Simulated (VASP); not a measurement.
# BN (Fmm2) in VASP: notebook

The runs below take BN through single point, with r2SCAN.

All numbers are computed with VASP 6.6.1; they aren't measurements. Logs are shortened: lines on timing, memory, paths and dates and some standing lists are left out, and cuts for length are marked.

### Step 1. The cell of the first run

The structure is orthorhombic, space group Fmm2 (No. 42). The conventional cell has a = 2.461 Å, b = 6.872 Å, c = 4.259 Å, α = 90.00°, β = 90.00°, γ = 90.00°. Within 1.9 Å of B (site symmetry mm2) lie 3 N at 1.42 Å. N (site symmetry mm2) has 3 B at 1.42 Å within 1.9 Å.

### Step 2. Single point, r2SCAN

Contents of POSCAR:

```
BN
1.0
    0.0000000000      3.4360619089      2.1293704993
    1.2304137993      0.0000000000      2.1293704993
    1.2304137993      3.4360619089      0.0000000000
B N
1 1
Direct
    0.0000490000      0.0000490000      0.9999510000
    0.6666666667      0.6666666667      0.3333333333
```

Contents of INCAR.step1:

```
PREC = Accurate
ENCUT = 520
ISMEAR = 1
SIGMA = 0.01
LREAL = F
LASPH = T
NELM = 100
NBANDS = 11
GGA = PE
ALGO = Normal
EDIFF = 1E-4
LWAVE = T
LCHARG = F
```

Contents of INCAR.step2:

```
PREC = Accurate
ENCUT = 520
EDIFF = 1E-6
ISMEAR = 1
SIGMA = 0.01
LREAL = F
LASPH = T
NELM = 100
ALGO = Normal
ISIF = 2
LWAVE = F
LCHARG = T
METAGGA = R2SCAN
LMIXTAU = T
LELF = T
LVHAR = T
NBANDS = 11
ISTART = 1
```

Contents of KPOINTS:

```
regular mesh
0
Gamma
  8 8 8
```

Potentials or basis: VASP PAW PBE potentials, release 64 (B, N).

Command:

```bash
$ cat potpaw_PBE.64/B/POTCAR potpaw_PBE.64/N/POTCAR > POTCAR
$ cp INCAR.step1 INCAR
$ mpirun -np 1 vasp_std > vasp.out
$ cp INCAR.step2 INCAR
$ mpirun -np 1 vasp_std > vasp.out
```

OUTCAR:

```text
PREC = Accurate
   ENCUT = 520
   EDIFF = 1E-6
   ISMEAR = 1
   LREAL = F
   LASPH = T
   NELM = 100
   ISIF = 2
   METAGGA = R2SCAN
   ISTART = 1

 ion  position               nearest neighbor table
   1  0.000  0.000  1.000-   2 1.42   2 1.42   2 1.42
   2  0.667  0.667  0.333-   1 1.42   1 1.42   1 1.42

  LATTYP: Found a face centered orthorhombic cell.
 ALAT       =     2.4608275986
 B/A-ratio  =     1.7306133112
 C/A-ratio  =     2.7926067725

  Lattice vectors:

 A1 = (   0.0000000000,   3.4360619089,   2.1293704993)
 A2 = (  -1.2304137993,   3.4360619089,   0.0000000000)
 A3 = (  -1.2304137993,   0.0000000000,   2.1293704993)

Analysis of symmetry for initial positions (statically):
=====================================================================
 Subroutine PRICEL returns:
 Original cell was already a primitive cell.

 Routine SETGRP: Setting up the symmetry group for a
 face centered orthorhombic supercell.

 Subroutine GETGRP returns: Found  4 space group operations
 (whereof  4 operations were pure point group operations)
 out of a pool of  8 trial point group operations.

The static configuration has the point symmetry C_2v.

Analysis of symmetry for dynamics (positions and initial velocities):
=====================================================================
 Subroutine PRICEL returns:
 Original cell was already a primitive cell.

 Routine SETGRP: Setting up the symmetry group for a
 face centered orthorhombic supercell.

 Subroutine GETGRP returns: Found  4 space group operations
 (whereof  4 operations were pure point group operations)
 out of a pool of  8 trial point group operations.

The dynamic configuration has the point symmetry C_2v.

 Subroutine INISYM returns: Found  4 space group operations
 (whereof  4 operations are pure point group operations),
 and found     1 'primitive' translations

----------------------------------------------------------------------------------------

                                     Primitive cell

  volume of cell :      18.0050

  direct lattice vectors                    reciprocal lattice vectors
     0.000000000  3.436061909  2.129370499    -0.406367354  0.145515422  0.234811180
     1.230413799  0.000000000  2.129370499     0.406367354 -0.145515422  0.234811180
     1.230413799  3.436061909  0.000000000     0.406367354  0.145515422 -0.234811180

  length of vectors
     4.042368138  2.459296005  3.649717737     0.491370995  0.491370995  0.491370995

  position of ions in fractional coordinates (direct lattice)
     0.000049000  0.000049000  0.999951000
     0.666666667  0.666666667  0.333333333

  ion indices of the primitive-cell ions
   primitive index   ion index
                 1           1
                 2           2

----------------------------------------------------------------------------------------

 KPOINTS: regular mesh

Automatic generation of k-mesh.
 Grid dimensions read from file:
 generate k-points for:    8    8    8

 Generating k-lattice:

  Cartesian coordinates                     Fractional coordinates (reciprocal lattice)
    -0.050795919  0.018189428  0.029351398     0.125000000  0.000000000  0.000000000
     0.050795919 -0.018189428  0.029351398     0.000000000  0.125000000  0.000000000
     0.050795919  0.018189428 -0.029351398    -0.000000000 -0.000000000  0.125000000

  Length of vectors
     0.061421374  0.061421374  0.061421374

  Shift w.r.t. Gamma in fractional coordinates (k-lattice)
     0.000000000  0.000000000  0.000000000

 Subroutine IBZKPT returns following result:
 ===========================================

 Found     95 irreducible k-points:

 Following reciprocal coordinates:
            Coordinates               Weight
  0.000000  0.000000  0.000000      1.000000
  0.125000  0.000000  0.000000      8.000000
  0.250000  0.000000  0.000000      8.000000
  0.375000  0.000000  0.000000      8.000000
  0.500000  0.000000  0.000000      4.000000
  0.125000  0.125000  0.000000      2.000000
[... 16 lines left out ...]
  0.250000  0.000000  0.125000      8.000000
  0.375000  0.000000  0.125000      8.000000
 [... further k-points ...]
   k-points           NKPTS =     95   k-points in BZ     NKDIM =     95   number of bands    NBANDS=     11
   number of dos      NEDOS =    301   number of ions     NIONS =      2
   total plane-waves  NPLWV =  15120
   dimension x,y,z NGX =    30 NGY =   18 NGZ =   28
   dimension x,y,z NGXF=    60 NGYF=   36 NGZF=   56
   ions per type =               1   1
   NGX,Y,Z   is equivalent  to a cutoff of  12.34, 12.17, 12.75 a.u.
   NGXF,Y,Z  is equivalent  to a cutoff of  24.68, 24.34, 25.51 a.u.
 SYSTEM =  unknown system
   PREC   = accura    normal or accurate (medium, high low for compatibility)
   ISTART =      1    job   : 0-new  1-cont  2-samecut
   ICHARG =      0    charge: 1-file 2-atom 10-const
   ISPIN  =      1    spin polarized calculation?
   LNONCOLLINEAR =      F non collinear calculations
   LSORBIT =      F    spin-orbit coupling
   LASPH  =      T    aspherical Exc in radial PAW
   ENCUT  =  520.0 eV  38.22 Ry    6.18 a.u.   7.52  4.57  6.79*2*pi/ulx,y,z
   NELM   =    100;   NELMIN=  2; NELMDL=  0     # of ELM steps
   EDIFF  = 0.1E-05   stopping-criterion for ELM
   LREAL  =      F    real-space projection
[... 7 lines left out ...]
   TEBEG  =    0.0;   TEEND  =   0.0 temperature during run
   PSTRESS=    0.0 pullay stress
   NELECT =       8.0000    total number of electrons
   NUPDOWN=      -1.0000    fix difference up-down
   EMIN   =  10.00;   EMAX   =-10.00  energy-range for DOS
   EFERMI =   0.00;   METHOD = LEGACY
   ISMEAR =     1;   SIGMA  =   0.01  broadening in eV -4-tet -1-fermi 0-gaus
   EFERMI_NEDOS =   21; number of points for ismear=-14 and -15
   IALGO  =     38    algorithm
   IMIX   =      4    mixing-type and parameters
     AMIX     =   0.40;   BMIX     =  1.00
     AMIX_MAG =   1.60;   BMIX_MAG =  1.00
  volume/ion in A,a.u.               =       9.00        60.75
  Fermi-wavevector in a.u.,A,eV,Ry     =   1.249224  2.360691 21.232720  1.560561
  Thomas-Fermi vector in A             =   2.383275
   LORBIT       =      0    0 simple, 1 ext, 2 COOP (PROOUT), +10 PAW based schemes
   METAGGA = R2SCAN    functional components
   LHFCALC =     F    Hartree Fock is set to
   AEXX    =    0.0000 exact exchange contribution
   IVDW    =     0    specifies the selected vdW correction
   LEPSILON=     F    determine dielectric tensor
   LRPA    =     F    only Hartree local field effects (RPA)
 non-spin polarized calculation
 Methfessel and Paxton  Order N= 1 SIGMA  =   0.01
  energy-cutoff  :      520.00
  volume of cell :       18.01
 maximum number of plane-waves:       499
   NGX = 15   NGY =  9   NGZ = 13

 number of electron       8.0000000 magnetization

 Free energy of the ion-electron system (eV)
  ---------------------------------------------------
  ext. energy  EPLUGINS =         0.00000000
  ---------------------------------------------------
  free energy    TOTEN  =       -19.25708539 eV

  energy without entropy =      -19.25708539  energy(sigma->0) =      -19.25708539

 E-fermi :   2.2677     XC(G=0): -10.6232

 val. band max:        2.1229441845   @ k =   0.5000  -0.3750   0.1250
 cond. band min:       6.4685525280   @ k =   0.0000   0.5000   0.5000
 fundamental gap:      4.3456083436
 Fermi energy:         2.2676716501

 k-point     1 :       0.0000    0.0000    0.0000
  band No.  band energies     occupation
      1     -17.1304      2.00000
      2      -2.7342      2.00000
      3       0.6828      2.00000
      4       0.6930      2.00000
      5       7.3302      0.00000
      6      14.7692      0.00000
      7      14.8368      0.00000
      8      16.9990      0.00000
      9      18.4548      0.00000
     10      30.1179      0.00000
     11      31.1886      0.00000

 k-point     2 :       0.1250    0.0000    0.0000
  band No.  band energies     occupation
      1     -16.7947      2.00000
      2      -2.4051      2.00000
      3      -0.5934      2.00000
      4       0.0874      2.00000
      5       8.0473      0.00000
      6      14.6888      0.00000
      7      15.7484      0.00000
      8      16.2197      0.00000
      9      19.4722      0.00000
     10      27.6083      0.00000
     11      30.8527      0.00000

 k-point     3 :       0.2500    0.0000    0.0000
  band No.  band energies     occupation
      1     -15.8376      2.00000
      2      -3.3733      2.00000
      3      -1.4198      2.00000
      4      -1.0900      2.00000
      5       9.7583      0.00000
      6      12.8781      0.00000
      7      14.4912      0.00000
      8      19.7634      0.00000
      9      21.4967      0.00000
     10      23.8693      0.00000
     11      28.7794      0.00000

 k-point     4 :       0.3750    0.0000    0.0000
  band No.  band energies     occupation
      1     -14.4982      2.00000
      2      -6.1504      2.00000
      3      -2.0356      2.00000
      4       0.0380      2.00000
      5       8.9798      0.00000
      6      12.5862      0.00000
      7      14.8502      0.00000
      8      20.8147      0.00000
      9      23.5335      0.00000
     10      24.0210      0.00000
     11      27.2249      0.00000
[... 239 lines left out ...]
 k-point    22 :       0.1250    0.0000    0.1250
  band No.  band energies     occupation
      1     -17.0998      2.00000
      2      -3.0535      2.00000
      3       0.6844      2.00000
      4       0.6893      2.00000
      5       7.9994      0.00000
      6      14.7745      0.00000
      7      14.8187      0.00000
      8      16.8979      0.00000
      9      18.5674      0.00000
     10      29.8203      0.00000
     11      30.5651      0.00000

 k-point    23 :       0.2500    0.0000    0.1250
  band No.  band energies     occupation
      1     -16.7397      2.00000
      2      -2.9513      2.00000
      3      -0.5921      2.00000
      4       0.0875      2.00000
      5       9.2239      0.00000
      6      14.6612      0.00000
      7      15.8620      0.00000
      8      16.2285      0.00000
      9      19.4166      0.00000
     10      27.6242      0.00000
     11      30.1784      0.00000

 k-point    24 :       0.3750    0.0000    0.1250
  band No.  band energies     occupation
      1     -15.7738      2.00000
      2      -3.3926      2.00000
      3      -2.0136      2.00000
      4      -1.0900      2.00000
      5      10.6950      0.00000
      6      13.6001      0.00000
      7      14.7412      0.00000
      8      19.7626      0.00000
      9      20.9607      0.00000
     10      24.3805      0.00000
     11      28.6885      0.00000

 [... further k-points ...]
[... 5 lines left out ...]
  --------------------------------------------------------------------------------------
  -------------------------------------------------------------------------------------
  Total        2.2166981     -0.0066922      2.2143359      0.0000000      0.0000000      0.0000000
  in kB      197.2530530     -0.5955027    197.0428493      0.0000000      0.0000000      0.0000000
  external PRESSURE =     131.2334665 kB  Pullay stress =       0.0000000 kB

 VOLUME and BASIS-vectors are now :
 -----------------------------------------------------------------------------
  energy-cutoff  :      520.00
  volume of cell :       18.01
      direct lattice vectors                 reciprocal lattice vectors
     0.000000000  3.436061909  2.129370499    -0.406367354  0.145515422  0.234811180
     1.230413799  0.000000000  2.129370499     0.406367354 -0.145515422  0.234811180
     1.230413799  3.436061909  0.000000000     0.406367354  0.145515422 -0.234811180

 POSITION                                       TOTAL-FORCE (eV/Angst)
 -----------------------------------------------------------------------------------
      1.23041      3.43606      0.00021         0.000000      0.000000      0.013956
      1.23041      3.43606      2.83916         0.000000      0.000000     -0.013956
 -----------------------------------------------------------------------------------
    total drift:                                0.000032     -0.000079      0.000114

  FREE ENERGIE OF THE ION-ELECTRON SYSTEM (eV)
  ---------------------------------------------------
  free  energy   TOTEN  =       -19.2570853917 eV

  energy  without entropy=      -19.2570853917  energy(sigma->0) =      -19.25708539
```

Run time: 1.9 min. Hardware: 1 thread of AMD EPYC 9R45 (Zen 5), shared host; peak memory 0.11 GiB.

What came out:

```
Free energy            : -19.2571 eV
Pressure               : 13.1 GPa
Largest force          : 0.014 eV/Å
Band gap on the k mesh : 4.35 eV, indirect (least direct gap 5.56 eV)
```

Forces on the atoms (eV/Å):
```
B    0.000  0.000  0.014
N    0.000  0.000 -0.014
```

Stress tensor (GPa, compression positive):
```
19.73  0.00  0.00
 0.00 -0.06  0.00
 0.00  0.00 19.70
```

Levels at points of the mesh, in eV from the valence-band top:
```
           k point  band 1  band 2  band 3  band 4  band 5  band 6  band 7  band 8  band 9
(0.00, 0.00, 0.00)  -19.25   -4.86   -1.44   -1.43    5.21   12.65   12.71   14.88   16.33
(0.50, 0.00, 0.00)  -15.80   -9.62   -4.50   -1.12    5.28   11.03   14.35   16.79   21.48
(0.50, 0.50, 0.00)  -15.85   -9.72   -4.50   -0.57    6.66   10.50   13.01   14.67   20.95
(0.50, 0.00, 0.50)  -19.04   -6.66   -1.46   -1.43   10.53   12.59   12.68   13.60   17.75
(0.00, 0.50, 0.50)  -15.73   -9.51   -4.54   -1.62    4.35   11.13   15.73   20.47   21.08
```

Caveat: the PAW data sets were made with another functional, which shifts forces and pressure a little.

(Continued in part 2 of 2.)
